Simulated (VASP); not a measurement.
# TiO2 (I4/mmm) in VASP: single point with HSE06

Aim: the single point of TiO2 with HSE06.

Program: VASP 6.6.1. These are calculated values, not measurements. Logs are shortened: lines on timing, memory, paths and dates and some standing lists are left out, and cuts for length are marked.

**1. The cell of the first run**

The structure is tetragonal, space group I4/mmm (No. 139). The conventional cell has a = 3.390 Å, b = 3.390 Å, c = 4.674 Å, α = 90.00°, β = 90.00°, γ = 90.00°. Ti (site symmetry 4/mmm) has 8 O at 2.06 Å within 2.7 Å. Within 2.7 Å of O (site symmetry -4m2) lie 4 Ti at 2.06 Å and 6 O at 2.34 to 2.40 Å.

**2. Single point, HSE06 (uniaxial x strain -2.5%)**

File POSCAR:

```
TiO2
1.0
    0.0000000000      2.3968272525      2.3968272525
    2.3369065712      0.0000000000      2.3968272525
    2.3369065712      2.3968272525      0.0000000000
Ti O
1 2
Direct
    0.0000000000      0.0000000000      0.0000000000
    0.2500000000      0.2500000000      0.2500000000
    0.7500000000      0.7500000000      0.7500000000
```

File INCAR.step1:

```
SYSTEM = TiO2
ALGO = Normal
EDIFF = 1E-5
ENCUT = 520
GGA = PE
ISIF = 2
ISMEAR = 0
KPAR = 4
LASPH = .True.
LREAL = .False.
LWAVE = .True.
NBANDS = 19
NELM = 100
PREC = Accurate
SIGMA = 0.01
```

File INCAR.step2:

```
SYSTEM = TiO2
ALGO = Normal
EDIFF = 1E-6
ENCUT = 520
GGA = PE
HFSCREEN = 0.2079
ISIF = 2
ISMEAR = 0
ISTART = 1
KPAR = 4
LASPH = .True.
LCHARG = .True.
LHFCALC = .True.
LREAL = .False.
LVHAR = .True.
LWAVE = .False.
NBANDS = 19
NELM = 100
PREC = Accurate
PRECFOCK = Normal
SIGMA = 0.01
```

File KPOINTS:

```
k-points
0
Gamma
  6 6 6
  0 0 0
```

Potentials or basis: VASP PAW PBE potentials, release 64 (Ti_sv, O).

On the command line:

```sh
$ cat potpaw_PBE.64/Ti_sv/POTCAR potpaw_PBE.64/O/POTCAR > POTCAR
$ cp INCAR.step1 INCAR
$ mpirun -np 4 vasp_std > vasp.out
$ cp INCAR.step2 INCAR
$ mpirun -np 4 vasp_std > vasp.out
```

OUTCAR:

```text
SYSTEM = TiO2
   EDIFF = 1E-6
   ENCUT = 520
   GGA = PE
   HFSCREEN = 0.2079
   ISIF = 2
   ISMEAR = 0
   ISTART = 1
   LASPH = .True.
   LHFCALC = .True.
   LREAL = .False.
   NELM = 100
   PREC = Accurate
   PRECFOCK = Normal

 ion  position               nearest neighbor table
   1  0.000  0.000  0.000-   3 2.06   3 2.06   3 2.06   2 2.06   3 2.06   2 2.06   2 2.06   2 2.06

   2  0.250  0.250  0.250-   1 2.06   1 2.06   1 2.06   1 2.06
   3  0.750  0.750  0.750-   1 2.06   1 2.06   1 2.06   1 2.06

  LATTYP: Found a body centered tetragonal cell.
 ALAT       =     3.3896256072
 C/A-ratio  =     1.3788582233

  Lattice vectors:

 A1 = (  -2.3369065712,   0.0000000000,  -2.3968272525)
 A2 = (  -2.3369065712,   0.0000000000,   2.3968272525)
 A3 = (   2.3369065712,   2.3968272525,   0.0000000000)

Analysis of symmetry for initial positions (statically):
=====================================================================
 Subroutine PRICEL returns:
 Original cell was already a primitive cell.

 Routine SETGRP: Setting up the symmetry group for a
 body centered tetragonal supercell.

 Subroutine GETGRP returns: Found 16 space group operations
 (whereof 16 operations were pure point group operations)
 out of a pool of 16 trial point group operations.

The static configuration has the point symmetry D_4h.

Analysis of symmetry for dynamics (positions and initial velocities):
=====================================================================
 Subroutine PRICEL returns:
 Original cell was already a primitive cell.

 Routine SETGRP: Setting up the symmetry group for a
 body centered tetragonal supercell.

 Subroutine GETGRP returns: Found 16 space group operations
 (whereof 16 operations were pure point group operations)
 out of a pool of 16 trial point group operations.

The dynamic configuration has the point symmetry D_4h.

 Subroutine INISYM returns: Found 16 space group operations
 (whereof 16 operations are pure point group operations),
 and found     1 'primitive' translations

----------------------------------------------------------------------------------------

                                     Primitive cell

  volume of cell :      26.8500

  direct lattice vectors                    reciprocal lattice vectors
     0.000000000  2.396827253  2.396827253    -0.213958062  0.208609110  0.208609110
     2.336906571  0.000000000  2.396827253     0.213958062 -0.208609110  0.208609110
     2.336906571  2.396827253  0.000000000     0.213958062  0.208609110 -0.208609110

  length of vectors
     3.389625607  3.347523443  3.347523443     0.364435966  0.364435966  0.364435966

  position of ions in fractional coordinates (direct lattice)
     0.000000000  0.000000000  0.000000000
     0.250000000  0.250000000  0.250000000
     0.750000000  0.750000000  0.750000000

  ion indices of the primitive-cell ions
   primitive index   ion index
                 1           1
                 2           2
                 3           3

----------------------------------------------------------------------------------------

 KPOINTS: k-points

Automatic generation of k-mesh.
 Grid dimensions read from file:
 generate k-points for:    6    6    6

 Generating k-lattice:

  Cartesian coordinates                     Fractional coordinates (reciprocal lattice)
    -0.035659677  0.034768185  0.034768185     0.166666667  0.000000000  0.000000000
     0.035659677 -0.034768185  0.034768185     0.000000000  0.166666667 -0.000000000
     0.035659677  0.034768185 -0.034768185     0.000000000 -0.000000000  0.166666667

  Length of vectors
     0.060739328  0.060739328  0.060739328

  Shift w.r.t. Gamma in fractional coordinates (k-lattice)
     0.000000000  0.000000000  0.000000000

 Subroutine IBZKPT returns following result:
 ===========================================

 Found     30 irreducible k-points:

 Following reciprocal coordinates:
            Coordinates               Weight
  0.000000  0.000000  0.000000      1.000000
  0.166667 -0.000000 -0.000000      8.000000
  0.333333 -0.000000 -0.000000      8.000000
  0.500000 -0.000000 -0.000000      4.000000
  0.166667  0.166667  0.000000      4.000000
  0.333333  0.166667  0.000000     16.000000
[... 16 lines left out ...]
 -0.333333  0.500000  0.166667      4.000000
  0.333333 -0.333333  0.166667      8.000000
 [... further k-points ...]
   k-points           NKPTS =     30   k-points in BZ     NKDIM =    216   number of bands    NBANDS=     19
   number of dos      NEDOS =    301   number of ions     NIONS =      3
   total plane-waves  NPLWV =  21952
   dimension x,y,z NGX =    28 NGY =   28 NGZ =   28
   dimension x,y,z NGXF=    56 NGYF=   56 NGZF=   56
   ions per type =               1   2
   NGX,Y,Z   is equivalent  to a cutoff of  13.73, 13.91, 13.91 a.u.
   NGXF,Y,Z  is equivalent  to a cutoff of  27.47, 27.81, 27.81 a.u.
 SYSTEM =  TiO2
   PREC   = accura    normal or accurate (medium, high low for compatibility)
   ISTART =      1    job   : 0-new  1-cont  2-samecut
   ICHARG =      0    charge: 1-file 2-atom 10-const
   ISPIN  =      1    spin polarized calculation?
   LNONCOLLINEAR =      F non collinear calculations
   LSORBIT =      F    spin-orbit coupling
   LASPH  =      T    aspherical Exc in radial PAW
   ENCUT  =  520.0 eV  38.22 Ry    6.18 a.u.   6.30  6.22  6.22*2*pi/ulx,y,z
   NELM   =    100;   NELMIN=  2; NELMDL=  0     # of ELM steps
   EDIFF  = 0.1E-05   stopping-criterion for ELM
   LREAL  =      F    real-space projection
   EDIFFG = 0.1E-04   stopping-criterion for IOM
   NSW    =      0    number of steps for IOM
   IBRION =     -1    ionic relax: 0-MD 1-quasi-New 2-CG
   NFREE  =      0    steps in history (QN), initial steepest desc. (CG)
   ISIF   =      2    stress and relaxation
   ISYM   =      3    0-nonsym 1-usesym 2-fastsym
   POTIM  = 0.5000    time-step for ionic-motion
   TEBEG  =    0.0;   TEEND  =   0.0 temperature during run
   PSTRESS=    0.0 pullay stress
   NELECT =      24.0000    total number of electrons
   NUPDOWN=      -1.0000    fix difference up-down
   EMIN   =  10.00;   EMAX   =-10.00  energy-range for DOS
   EFERMI =   0.00;   METHOD = LEGACY
   ISMEAR =     0;   SIGMA  =   0.01  broadening in eV -4-tet -1-fermi 0-gaus
   EFERMI_NEDOS =   21; number of points for ismear=-14 and -15
   IALGO  =     38    algorithm
   IMIX   =      1    mixing-type and parameters
     AMIX     =   0.40;   BMIX     =  1.00
     AMIX_MAG =   1.60;   BMIX_MAG =  1.00
  volume/ion in A,a.u.               =       8.95        60.40
  Fermi-wavevector in a.u.,A,eV,Ry     =   1.576995  2.980088 33.836507  2.486913
  Thomas-Fermi vector in A             =   2.677744
   LORBIT       =      0    0 simple, 1 ext, 2 COOP (PROOUT), +10 PAW based schemes
   GGA     = PE    functional components
   LHFCALC =     T    Hartree Fock is set to
   PRECFOCK=normal    Normal, Fast or Accurate (Low or Medium for compatibility)
   ENCUT4O =  -1.0   cutoff for four orbital integrals eV
   NKREDX  =     1    reduce k-point grid by
   NKREDY  =     1    reduce k-point grid by
   NKREDZ  =     1    reduce k-point grid by
   AEXX    =    0.2500 exact exchange contribution
   HFSCREEN=    0.2079 screening length (either q_TF or 0.3 A-1)
   HFSCREENC=   0.2079 screening length for correlation (either q_TF or 0.3 A-1)
   ENCUTFOCK=  -1.0 apply spherical cutoff to Coloumb kernel
   IVDW    =     0    specifies the selected vdW correction
   LEPSILON=     F    determine dielectric tensor
   LRPA    =     F    only Hartree local field effects (RPA)
 non-spin polarized calculation
 Gauss-broadening in eV      SIGMA  =   0.01
  energy-cutoff  :      520.00
  volume of cell :       26.85
 maximum number of plane-waves:       740
 NGX is ok and might be reduce to    28
  NGX = 20; NGY = 20; NGZ = 20

 number of electron      23.9999997 magnetization

 Free energy of the ion-electron system (eV)
  ---------------------------------------------------
  ext. energy  EPLUGINS =         0.00000000
  ---------------------------------------------------
  free energy    TOTEN  =       -32.23674731 eV

  energy without entropy =      -32.23674731  energy(sigma->0) =      -32.23674731

 E-fermi :   7.3414     XC(G=0): -10.1331

 val. band max:        7.1570116512   @ k =   0.0000   0.5000   0.5000
 cond. band min:       9.5004180778   @ k =   0.0000   0.0000   0.0000
 fundamental gap:      2.3434064266
 Fermi energy:         7.3413726210

 k-point     1 :       0.0000    0.0000    0.0000
  band No.  band energies     occupation
      1     -55.2515      2.00000
      2     -29.6597      2.00000
      3     -29.6534      2.00000
      4     -29.6534      2.00000
      5     -14.9248      2.00000
      6     -10.6357      2.00000
[... 11 lines left out ...]
     18      16.2473      0.00000
     19      22.7348      0.00000

 k-point     2 :       0.1667   -0.0000   -0.0000
  band No.  band energies     occupation
      1     -55.2446      2.00000
      2     -29.7373      2.00000
      3     -29.6667      2.00000
      4     -29.6645      2.00000
      5     -14.5613      2.00000
      6     -11.0571      2.00000
[... 11 lines left out ...]
     18      17.2411      0.00000
     19      22.7658      0.00000

 k-point     3 :       0.3333   -0.0000   -0.0000
  band No.  band energies     occupation
      1     -55.2307      2.00000
      2     -29.8952      2.00000
      3     -29.6866      2.00000
      4     -29.6855      2.00000
      5     -13.7380      2.00000
      6     -11.8449      2.00000
[... 11 lines left out ...]
     18      18.6764      0.00000
     19      23.1464      0.00000

 k-point     4 :       0.5000   -0.0000   -0.0000
  band No.  band energies     occupation
      1     -55.2237      2.00000
      2     -29.9717      2.00000
      3     -29.6976      2.00000
      4     -29.6949      2.00000
      5     -13.1790      2.00000
      6     -12.3204      2.00000
[... 407 lines left out ...]
     18      19.5057      0.00000
     19      23.7508      0.00000

 k-point    23 :      -0.3333    0.5000    0.1667
  band No.  band energies     occupation
      1     -55.2146      2.00000
      2     -29.9272      2.00000
      3     -29.8179      2.00000
      4     -29.7476      2.00000
      5     -12.6913      2.00000
      6     -12.3977      2.00000
[... 11 lines left out ...]
     18      20.3818      0.00000
     19      24.4922      0.00000

 k-point    24 :       0.3333   -0.3333    0.1667
  band No.  band energies     occupation
      1     -55.2173      2.00000
      2     -29.9003      2.00000
      3     -29.8231      2.00000
      4     -29.7364      2.00000
      5     -12.7152      2.00000
      6     -12.4954      2.00000
[... 11 lines left out ...]
     18      19.9201      0.00000
     19      24.6354      0.00000

 [... further k-points ...]

------------------------ aborting loop because EDIFF is reached ----------------------------------------

  FORCE on cell =-STRESS in cart. coord.  units (eV):
  Direction    XX          YY          ZZ          XY          YZ          ZX
  --------------------------------------------------------------------------------------
  -------------------------------------------------------------------------------------
  Total        2.5126896     -0.1396122     -0.1396122      0.0000000      0.0000000      0.0000000
  in kB      149.9355473     -8.3308468     -8.3308468      0.0000000      0.0000000      0.0000000
  external PRESSURE =      44.4246179 kB  Pullay stress =       0.0000000 kB

 VOLUME and BASIS-vectors are now :
 -----------------------------------------------------------------------------
  energy-cutoff  :      520.00
  volume of cell :       26.85
      direct lattice vectors                 reciprocal lattice vectors
     0.000000000  2.396827253  2.396827253    -0.213958062  0.208609110  0.208609110
     2.336906571  0.000000000  2.396827253     0.213958062 -0.208609110  0.208609110
     2.336906571  2.396827253  0.000000000     0.213958062  0.208609110 -0.208609110

 POSITION                                       TOTAL-FORCE (eV/Angst)
 -----------------------------------------------------------------------------------
      0.00000      0.00000      0.00000        -0.000000      0.000000     -0.000000
      1.16845      1.19841      1.19841        -0.000000     -0.000000     -0.000000
      3.50536      3.59524      3.59524         0.000000      0.000000      0.000000
 -----------------------------------------------------------------------------------
    total drift:                                0.000000     -0.000000     -0.000000

  FREE ENERGIE OF THE ION-ELECTRON SYSTEM (eV)
  ---------------------------------------------------
  free  energy   TOTEN  =       -32.2367473067 eV

  energy  without entropy=      -32.2367473067  energy(sigma->0) =      -32.23674731
```

Wall time 51 min (4 MPI ranks of Oxide Virtual Turin-like, shared host); peak memory 0.24 GiB.

Results:

```yaml
Free_energy: -32.2367 eV
Pressure: 4.4 GPa
Band_gap_on_the_k_mesh: 2.34 eV (least direct gap 3.22 eV)
```

Stress tensor (GPa, compression positive):
```
14.99  0.00  0.00
 0.00 -0.83  0.00
 0.00  0.00 -0.83
```

Caveat: the cell differs from its parent crystal (uniaxial x strain -2.5%); the stress differs along the axes, from -1 to 15 GPa; the structure was generated, so it needn't be the stable form of TiO2; the PAW data sets were made with another functional, which shifts forces and pressure a little.
